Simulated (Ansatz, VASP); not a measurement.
# One calculation of Cs, two programs

File INCAR:

```
PREC = Accurate
ENCUT = 520
EDIFF = 1E-6
ISMEAR = 0
SIGMA = 0.1
LREAL = False
LASPH = True
NELM = 60
ALGO = Fast
ISIF = 2
LWAVE = False
LCHARG = False
GGA = PE
NBANDS = 16
```

Contents of KPOINTS:

```
regular mesh
0
Gamma
  9 9 6
```

File POSCAR:

```
Cs
1.0
    5.5138157877      0.0000000000      0.0000000000
   -2.7569078939      4.7751045440      0.0000000000
    0.0000000000      0.0000000000      8.8934171346
Cs
2
Direct
    0.3333333300      0.6666666700      0.2500000000
    0.6666666700      0.3333333300      0.7500000000
```

Input for Ansatz:

```yaml
crystal:
  lattice:
    - [5.5138157877, 0.0, 0.0]
    - [-2.7569078939, 4.775104544, 0.0]
    - [0.0, 0.0, 8.8934171346]
  atoms:
    - { symbol: Cs, position: [0.33333333, 0.66666667, 0.25] }
    - { symbol: Cs, position: [0.66666667, 0.33333333, 0.75] }
basis:
  ecutwfc: 420
kpoints:
  mp_grid: { grid: [9, 9, 6] }
hamiltonian:
  xc: pbe
scf:
  occupations: { method: gaussian, width: 0.1 }
output:
  forces: true
  stress: true
  eigenvalues: true
```

Alike in both runs: task single point; functional PBE; k mesh 9 × 9 × 6; occupations gaussian, width 0.1 eV; no spin polarisation.

```csv
,VASP,Ansatz
version,VASP 6.6.1,Ansatz 0.2.0
potentials or method,"VASP PAW PBE potentials, release 64 (Cs_sv), cutoff 520 eV","scalar-relativistic, plane waves, PAW"
valence electrons in the cell,18,18
```

|  | VASP | Ansatz | Ansatz less VASP |
| --- | --- | --- | --- |
| gap on the k mesh at the Fermi level (eV) | none | none | - |
| pressure (GPa) | 0.0 | 0.0 | +0.01 |

A gap of «none» marks a metal or a gap that the smearing closes.

Spin-orbit coupling is off throughout.
